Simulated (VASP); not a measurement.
# YbSb2S2 (C2/m) in VASP: single point with PBE

Aim: the single point of YbSb2S2 with PBE.

Everything below comes from runs of VASP 6.6.1. Logs are shortened: lines on timing, memory, paths and dates and some standing lists are left out, and cuts for length are marked.

## Step 1: The cell of the first run

It takes space group C2/m (No. 12, monoclinic). Conventional cell: a = 6.442 Å, b = 5.456 Å, c = 6.776 Å, α = 90.00°, β = 94.61°, γ = 90.00°. Yb (site symmetry 2/m) has 6 S at 2.72 to 3.05 Å and 2 Sb at 3.32 Å within 3.6 Å. Within 3.5 Å of S (site symmetry m) lie 4 Sb at 2.61 to 3.47 Å and 3 Yb at 2.72 to 3.05 Å and 1 S at 2.75 Å. Within 3.5 Å of Sb (site symmetry m) lie 4 S at 2.61 to 3.47 Å and 3 Sb at 2.81 to 2.83 Å and 1 Yb at 3.32 Å.

## Step 2: Single point, PBE

Input file INCAR:

```
SYSTEM = YbSb2S2
PREC = Accurate
ENCUT = 520
EDIFF = 1E-7
ISMEAR = -1
SIGMA = 0.1
LREAL = .False.
LASPH = .True.
NELM = 100
ALGO = Normal
ISIF = 2
LWAVE = .False.
LCHARG = .False.
GGA = PE
NBANDS = 31
```

Input file KPOINTS:

```
regular mesh
0
Gamma
  6 6 3
  0 0 0
```

Input file POSCAR:

```
YbSb2S2
1.0
    4.1508802071      0.7535770796     -0.1362563978
   -1.4228236956      3.9715560728      0.1362563978
   -0.2241510882      0.1294136728      6.7706616672
Yb S Sb
1 2 2
Direct
    0.0000000000      0.0000000000      0.0000000000
    0.3683315974      0.6316684026      0.8301449628
    0.6316684026      0.3683315974      0.1698550372
    0.2129332703      0.7870667297      0.4627483110
    0.7870667297      0.2129332703      0.5372516890
```

Potentials or basis: VASP PAW PBE potentials, release 64 (Yb, S, Sb).

On the command line:

```bash
$ cat potpaw_PBE.64/Yb/POTCAR potpaw_PBE.64/S/POTCAR potpaw_PBE.64/Sb/POTCAR > POTCAR
$ mpirun -np 1 vasp_std > vasp.out
```

OUTCAR:

```text
SYSTEM = YbSb2S2
   PREC = Accurate
   ENCUT = 520
   EDIFF = 1E-7
   ISMEAR = -1
   LREAL = .False.
   LASPH = .True.
   NELM = 100
   ISIF = 2
   GGA = PE

 ion  position               nearest neighbor table
   1  0.000  0.000  0.000-   2 2.72   3 2.72   2 3.05   3 3.05   3 3.05   2 3.05   4 3.32   5 3.32

   2  0.368  0.632  0.830-   4 2.61   1 2.72   3 2.75   1 3.05   1 3.05
   3  0.632  0.368  0.170-   5 2.61   1 2.72   2 2.75   1 3.05   1 3.05
   4  0.213  0.787  0.463-   2 2.61   5 2.81   5 2.81   5 2.83   1 3.32   5 3.69
   5  0.787  0.213  0.537-   3 2.61   4 2.81   4 2.81   4 2.83   1 3.32   4 3.69

  LATTYP: Found a base centered monoclinic cell.
 ALAT       =     6.4417254846
 B/A-ratio  =     0.8469956714
 C/A-ratio  =     1.0518310778
 COS(beta)  =    -0.0804391215

  Lattice vectors:

 A1 = (   1.4228236956,  -3.9715560728,  -0.1362563978)
 A2 = (   4.1508802071,   0.7535770796,  -0.1362563978)
 A3 = (  -0.2241510882,   0.1294136728,   6.7706616672)

Analysis of symmetry for initial positions (statically):
=====================================================================
 Subroutine PRICEL returns:
 Original cell was already a primitive cell.

 Routine SETGRP: Setting up the symmetry group for a
 base centered monoclinic supercell.

 Subroutine GETGRP returns: Found  4 space group operations
 (whereof  4 operations were pure point group operations)
 out of a pool of  4 trial point group operations.

The static configuration has the point symmetry C_2h.

Analysis of symmetry for dynamics (positions and initial velocities):
=====================================================================
 Subroutine PRICEL returns:
 Original cell was already a primitive cell.

 Routine SETGRP: Setting up the symmetry group for a
 base centered monoclinic supercell.

 Subroutine GETGRP returns: Found  4 space group operations
 (whereof  4 operations were pure point group operations)
 out of a pool of  4 trial point group operations.

The dynamic configuration has the point symmetry C_2h.

 Subroutine INISYM returns: Found  4 space group operations
 (whereof  4 operations are pure point group operations),
 and found     1 'primitive' translations

----------------------------------------------------------------------------------------

                                     Primitive cell
[... 95 lines left out ...]
   ENCUT  =  520.0 eV  38.22 Ry    6.18 a.u.   7.85  7.85 12.60*2*pi/ulx,y,z
   NELM   =    100;   NELMIN=  2; NELMDL= -5     # of ELM steps
   EDIFF  = 0.1E-06   stopping-criterion for ELM
   LREAL  =      F    real-space projection
   EDIFFG = 0.1E-05   stopping-criterion for IOM
   NSW    =      0    number of steps for IOM
   IBRION =     -1    ionic relax: 0-MD 1-quasi-New 2-CG
   NFREE  =      0    steps in history (QN), initial steepest desc. (CG)
   ISIF   =      2    stress and relaxation
   ISYM   =      2    0-nonsym 1-usesym 2-fastsym
   POTIM  = 0.5000    time-step for ionic-motion
   TEBEG  =    0.0;   TEEND  =   0.0 temperature during run
   PSTRESS=    0.0 pullay stress
   NELECT =      46.0000    total number of electrons
   NUPDOWN=      -1.0000    fix difference up-down
   EMIN   =  10.00;   EMAX   =-10.00  energy-range for DOS
   EFERMI =   0.00;   METHOD = LEGACY
   ISMEAR =    -1;   SIGMA  =   0.10  broadening in eV -4-tet -1-fermi 0-gaus
   EFERMI_NEDOS =   21; number of points for ismear=-14 and -15
   IALGO  =     38    algorithm
   IMIX   =      4    mixing-type and parameters
     AMIX     =   0.40;   BMIX     =  1.00
     AMIX_MAG =   1.60;   BMIX_MAG =  1.00
  volume/ion in A,a.u.               =      23.74       160.18
  Fermi-wavevector in a.u.,A,eV,Ry     =   1.193611  2.255597 19.384308  1.424706
  Thomas-Fermi vector in A             =   2.329621
   LORBIT       =      0    0 simple, 1 ext, 2 COOP (PROOUT), +10 PAW based schemes
   GGA     = PE    functional components
   LHFCALC =     F    Hartree Fock is set to
   AEXX    =    0.0000 exact exchange contribution
   IVDW    =     0    specifies the selected vdW correction
   LEPSILON=     F    determine dielectric tensor
   LRPA    =     F    only Hartree local field effects (RPA)
 non-spin polarized calculation
  energy-cutoff  :      520.00
  volume of cell :      118.68
 maximum number of plane-waves:      3216
   NGX = 15   NGY = 15   NGZ = 25

 number of electron      45.9999985 magnetization

 Free energy of the ion-electron system (eV)
  ---------------------------------------------------
  ext. energy  EPLUGINS =         0.00000000
  ---------------------------------------------------
  free energy    TOTEN  =       -23.19322333 eV

  energy without entropy =      -23.04654432  energy(sigma->0) =      -23.11988383

 E-fermi :   6.1875     XC(G=0): -10.1382

 val. band max:        6.1856829392   @ k =   0.3333   0.1667   0.3333
 cond. band min:       6.2127891105   @ k =   0.1667   0.3333   0.3333
 fundamental gap:      0.0271061713
 Fermi energy:         6.1875319523

 k-point     1 :       0.0000    0.0000    0.0000
  band No.  band energies     occupation
      1     -45.4342      2.00000
      2     -17.8347      2.00000
      3     -17.6876      2.00000
      4     -17.6723      2.00000
      5      -7.9913      2.00000
      6      -6.0580      2.00000
[... 805 lines left out ...]
     30      10.9708      0.00000
     31      11.3187      0.00000

 [... further k-points ...]

------------------------ aborting loop because EDIFF is reached ----------------------------------------

  FORCE on cell =-STRESS in cart. coord.  units (eV):
  Direction    XX          YY          ZZ          XY          YZ          ZX
  --------------------------------------------------------------------------------------
  -------------------------------------------------------------------------------------
  Total        3.6490205      3.6618124      3.6148560      0.0110782      0.0007804     -0.0013512
  in kB       49.2598012     49.4324860     48.7985999      0.1495493      0.0105355     -0.0182398
  external PRESSURE =      49.1636290 kB  Pullay stress =       0.0000000 kB

 VOLUME and BASIS-vectors are now :
 -----------------------------------------------------------------------------
  energy-cutoff  :      520.00
  volume of cell :      118.68
      direct lattice vectors                 reciprocal lattice vectors
     4.150880207  0.753577080 -0.136256398     0.226418911  0.080911247  0.005949348
    -1.422823696  3.971556073  0.136256398    -0.043138289  0.236540147 -0.005949348
    -0.224151088  0.129413673  6.770661667     0.005424713 -0.003131959  0.147935508

 POSITION                                       TOTAL-FORCE (eV/Angst)
 -----------------------------------------------------------------------------------
      0.00000      0.00000      0.00000         0.000000      0.000000      0.000000
      0.44407      2.89370      5.65651         0.000058     -0.000033      0.013183
      2.05984      1.96084      1.11415        -0.000058      0.000033     -0.013183
     -0.33972      3.34623      3.21134         0.016435     -0.009489     -0.035836
      2.84363      1.50832      3.55932        -0.016435      0.009489      0.035836
 -----------------------------------------------------------------------------------
    total drift:                                0.000000      0.000000      0.000000

  FREE ENERGIE OF THE ION-ELECTRON SYSTEM (eV)
  ---------------------------------------------------
  free  energy   TOTEN  =       -23.1932233299 eV

  energy  without entropy=      -23.0465443219  energy(sigma->0) =      -23.11988383
```

Run time: 2.7 min. Hardware: 1 thread of Intel Xeon 6975P-C (Granite Rapids), shared host; peak memory 0.3 GiB.

Results:

```
Free energy            : -23.1932 eV
Pressure               : 4.9 GPa
Largest force          : 0.041 eV/Å
Band gap on the k mesh : zero (bands 23 and 24 overlap by 0.41 eV)
```

Forces in eV/Å, atoms in the order of the input:
```
Yb   0.000  0.000  0.000
S    0.000  0.000  0.013
S    0.000  0.000 -0.013
Sb   0.016 -0.009 -0.036
Sb  -0.016  0.009  0.036
```

Levels at points of the mesh, in eV from the Fermi level:
```csv
k point,band 20,band 21,band 22,band 23,band 24,band 25,band 26,band 27
"(0.00, 0.00, 0.00)",-0.44,-0.41,-0.35,-0.28,-0.03,2.08,2.34,2.36
"(0.50, 0.00, 0.00)",-0.44,-0.40,-0.35,-0.21,0.44,1.31,1.90,2.21
"(0.50, 0.50, 0.00)",-0.45,-0.44,-0.42,-0.42,1.38,1.79,4.05,4.19
```

Caveat: the cell stands under pressure; spin-orbit coupling is left out, which moves the levels of the heavy elements.

The gap in the log of VASP goes by the Fermi energy; the results here count the filled bands.